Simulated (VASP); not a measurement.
Wanted: the native input for a VASP 6.6.1 run.

- Task: electric field gradients
- Functional: PBEsol
- Potentials or basis: VASP PAW PBE potentials, release 64 (Ti_sv, B)
- Cutoff: 520 eV
- k mesh: 14 × 14 × 11
- Occupations: fermi-dirac, width 0.03 eV
- Spin: no spin polarisation
- Dipole correction: no
- Further INCAR settings: ALGO = Normal; EDIFF = 1e-08; NBANDS = 16

The structure of TiB2 lies in POSCAR:

```
TiB2
1.0
    3.0690606440      0.0000000000      0.0000000000
   -1.5345303220      2.6578844835      0.0000000000
    0.0000000000      0.0000000000      3.2708838193
Ti B
1 2
Direct
    0.0000000000      0.0000000000      0.0000000000
    0.3333333333      0.6666666667      0.5000000000
    0.6666666667      0.3333333333      0.5000000000
```

This cell differs from its parent crystal: volume scaled by 1.04.

One way to write it, as run:

INCAR

```
PREC = Accurate ; ENCUT = 520
EDIFF = 1E-8 ; ISMEAR = -1
SIGMA = 0.03 ; LREAL = F
LASPH = T ; NELM = 100
ALGO = Normal ; ISIF = 2
LWAVE = F ; LCHARG = F
GGA = PS ; LEFG = T
NBANDS = 16
```

KPOINTS

```
regular mesh
0
Gamma
  14 14 11
```

Potentials or basis: VASP PAW PBE potentials, release 64 (Ti_sv, B).

Command:

```bash
$ cat potpaw_PBE.64/Ti_sv/POTCAR potpaw_PBE.64/B/POTCAR > POTCAR
$ mpirun -np 1 vasp_std > vasp.out
```

It gave:

```yaml
Pressure: -13.8 GPa
Band_gap_on_the_k_mesh: zero (band 9 reaches 9.93 eV, above the bottom of band 10 at 9.32 eV)
```

Caveat: without QUAD_EFG the Cq values of the log hold for a quadrupole moment of 1 mb, not for the nuclei; the PAW data sets were made with another functional, which shifts forces and pressure a little.

Run time: 47 s on 1 thread of Intel(R) Xeon(R) Platinum 8259CL CPU @ 2.50GHz (Skylake/Cascade Lake), with other jobs on the host, peak memory 0.18 GiB.
